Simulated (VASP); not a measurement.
# BeCd3Te4 (Pmn2_1) in VASP: further runs, part 2 of 2

VASP 6.6.1. The steps go on from the part before.

**3. Single point, PBE**

Contents of INCAR:

```
ALGO = Normal
EDIFF = 1E-7
ENCUT = 520
GGA = PE
ISIF = 2
ISMEAR = 0
LASPH = T
LCHARG = F
LREAL = Auto
LWAVE = F
NBANDS = 76
NELM = 60
PREC = Accurate
SIGMA = 0.02
```

Contents of KPOINTS:

```
k-points
0
Gamma
  4 4 4
```

Contents of POSCAR:

```
BeCd3Te4
1.0
    8.9781203457      0.0000000000      0.0000000000
    0.0000000000      7.7711169627      0.0000000000
    0.0000000000      0.0000000000      7.3941967735
Be Cd Te
2 6 8
Direct
    0.5000000000      0.1713836115      0.4971568347
    1.0000000000      0.8286163885      0.9971568347
    0.7521394978      0.3292224208      0.0014427938
    0.2478605022      0.3292224208      0.0014427938
    1.0000000000      0.1535617731      0.4986050859
    0.2521394978      0.6707775792      0.5014427938
    0.7478605022      0.6707775792      0.5014427938
    0.5000000000      0.8464382269      0.9986050859
    1.0000000000      0.1272884246      0.8854786094
    0.5000000000      0.1772234881      0.8315290669
    0.2733910029      0.3196518410      0.3871724077
    0.7266089971      0.3196518410      0.3871724077
    0.5000000000      0.8727115754      0.3854786094
    1.0000000000      0.8227765119      0.3315290669
    0.7733910029      0.6803481590      0.8871724077
    0.2266089971      0.6803481590      0.8871724077
```

Potentials or basis: VASP PAW PBE potentials, release 64 (Be, Cd, Te).

Started as:

```
$ cat potpaw_PBE.64/Be/POTCAR potpaw_PBE.64/Cd/POTCAR potpaw_PBE.64/Te/POTCAR > POTCAR
$ mpirun -np 1 vasp_std > vasp.out
```

OUTCAR:

```text
EDIFF = 1E-7
   ENCUT = 520
   GGA = PE
   ISIF = 2
   ISMEAR = 0
   LASPH = T
   LREAL = Auto
   NELM = 60
   PREC = Accurate

 ion  position               nearest neighbor table
   1  0.500  0.171  0.497-  13 2.46  10 2.47  12 2.48  11 2.48
   2  0.000  0.829  0.997-   9 2.46  14 2.47  15 2.48  16 2.48
   3  0.752  0.329  0.001-  10 2.85   9 2.85  12 2.86  15 2.86
   4  0.248  0.329  0.001-  10 2.85   9 2.85  11 2.86  16 2.86
   5  0.000  0.154  0.499-  14 2.85   9 2.87  12 2.89  11 2.89
   6  0.252  0.671  0.501-  14 2.85  13 2.85  16 2.86  11 2.86
[... 8 lines left out ...]
  15  0.773  0.680  0.887-   2 2.48   7 2.86   3 2.86   8 2.89
  16  0.227  0.680  0.887-   2 2.48   6 2.86   4 2.86   8 2.89

  LATTYP: Found a simple orthorhombic cell.
 ALAT       =     7.3941967735
 B/A-ratio  =     1.0509751364
 C/A-ratio  =     1.2142117150

  Lattice vectors:

 A1 = (   0.0000000000,   0.0000000000,  -7.3941967735)
 A2 = (   0.0000000000,   7.7711169627,   0.0000000000)
 A3 = (   8.9781203457,   0.0000000000,   0.0000000000)

Analysis of symmetry for initial positions (statically):
=====================================================================
 Subroutine PRICEL returns:
 Original cell was already a primitive cell.

 Routine SETGRP: Setting up the symmetry group for a
 simple orthorhombic supercell.

 Subroutine GETGRP returns: Found  4 space group operations
 (whereof  2 operations were pure point group operations)
 out of a pool of  8 trial point group operations.

The static configuration has the point symmetry C_1h.
 The point group associated with its full space group is C_2v.

Analysis of symmetry for dynamics (positions and initial velocities):
=====================================================================
 Subroutine PRICEL returns:
 Original cell was already a primitive cell.

 Routine SETGRP: Setting up the symmetry group for a
 simple orthorhombic supercell.

 Subroutine GETGRP returns: Found  4 space group operations
 (whereof  2 operations were pure point group operations)
[... 158 lines left out ...]
   AEXX    =    0.0000 exact exchange contribution
   IVDW    =     0    specifies the selected vdW correction
   LEPSILON=     F    determine dielectric tensor
   LRPA    =     F    only Hartree local field effects (RPA)
 non-spin polarized calculation
 Gauss-broadening in eV      SIGMA  =   0.02
  energy-cutoff  :      520.00
  volume of cell :      515.89
 maximum number of plane-waves:     13932
 NGX is ok and might be reduce to    70
   NGX = 33   NGY = 29   NGZ = 27

 number of electron     124.0000014 magnetization

 Free energy of the ion-electron system (eV)
  ---------------------------------------------------
  ext. energy  EPLUGINS =         0.00000000
  ---------------------------------------------------
  free energy    TOTEN  =       -43.82474959 eV

  energy without entropy =      -43.82474959  energy(sigma->0) =      -43.82474959

 E-fermi :   2.6836     XC(G=0):  -8.5395

 val. band max:        2.5494831721   @ k =   0.0000   0.0000   0.0000
 cond. band min:       3.6305384768   @ k =   0.0000   0.0000   0.0000
 fundamental gap:      1.0810553048
 Fermi energy:         2.6836462792

 k-point     1 :       0.0000    0.0000    0.0000
  band No.  band energies     occupation
      1      -8.6814      2.00000
      2      -8.3293      2.00000
      3      -8.0347      2.00000
      4      -8.0321      2.00000
      5      -8.0014      2.00000
      6      -7.9138      2.00000
[... 1837 lines left out ...]
     73       6.8184      0.00000
     74       6.8184      0.00000

 [... further k-points ...]

 [bands above 74 left out]

------------------------ aborting loop because EDIFF is reached ----------------------------------------

  FORCE on cell =-STRESS in cart. coord.  units (eV):
  Direction    XX          YY          ZZ          XY          YZ          ZX
  --------------------------------------------------------------------------------------
  -------------------------------------------------------------------------------------
  Total        0.2356293      0.4375255      0.3751365      0.0000000      0.0000000      0.0000000
  in kB        0.7317790      1.3587953      1.1650378      0.0000000      0.0000000      0.0000000
  external PRESSURE =       1.0852041 kB  Pullay stress =       0.0000000 kB

 VOLUME and BASIS-vectors are now :
 -----------------------------------------------------------------------------
  energy-cutoff  :      520.00
  volume of cell :      515.89
      direct lattice vectors                 reciprocal lattice vectors
     8.978120346  0.000000000  0.000000000     0.111381889  0.000000000  0.000000000
     0.000000000  7.771116963  0.000000000     0.000000000  0.128681630  0.000000000
     0.000000000  0.000000000  7.394196774     0.000000000  0.000000000  0.135241194

 POSITION                                       TOTAL-FORCE (eV/Angst)
 -----------------------------------------------------------------------------------
      4.48906      1.33184      3.67608         0.000000     -0.000471     -0.004286
      0.00000      6.43927      7.37317         0.000000      0.000471     -0.004286
      6.75280      2.55843      0.01067         0.001891     -0.003233      0.001268
      2.22532      2.55843      0.01067        -0.001891     -0.003233      0.001268
      0.00000      1.19335      3.68678         0.000000      0.011154     -0.005325
      2.26374      5.21269      3.70777         0.001891      0.003233      0.001268
[... 8 lines left out ...]
      6.94360      5.28707      6.55993         0.003126      0.001719      0.009329
      2.03452      5.28707      6.55993        -0.003126      0.001719      0.009329
 -----------------------------------------------------------------------------------
    total drift:                                0.000000      0.000000     -0.012177

  FREE ENERGIE OF THE ION-ELECTRON SYSTEM (eV)
  ---------------------------------------------------
  free  energy   TOTEN  =       -43.8247495870 eV

  energy  without entropy=      -43.8247495870  energy(sigma->0) =      -43.82474959
```

Run time: 36 min. Hardware: 1 thread of Oxide Virtual Turin-like, shared host; peak memory 0.89 GiB.

What came out:

```
Free energy            : -43.8247 eV
Pressure               : 0.1 GPa
Largest force          : 0.012 eV/Å
Band gap on the k mesh : 1.08 eV
```

Forces on the atoms (eV/Å):
```
Be   0.000  0.000 -0.004
Be   0.000  0.000 -0.004
Cd   0.002 -0.003  0.001
Cd  -0.002 -0.003  0.001
Cd   0.000  0.011 -0.005
Cd   0.002  0.003  0.001
Cd  -0.002  0.003  0.001
Cd   0.000 -0.011 -0.005
Te   0.000 -0.006  0.000
Te   0.000 -0.002 -0.012
Te   0.003 -0.002  0.009
Te  -0.003 -0.002  0.009
Te   0.000  0.006  0.000
Te   0.000  0.002 -0.012
Te   0.003  0.002  0.009
Te  -0.003  0.002  0.009
```

Caveat: spin-orbit coupling is left out, which moves the levels of the heavy elements.
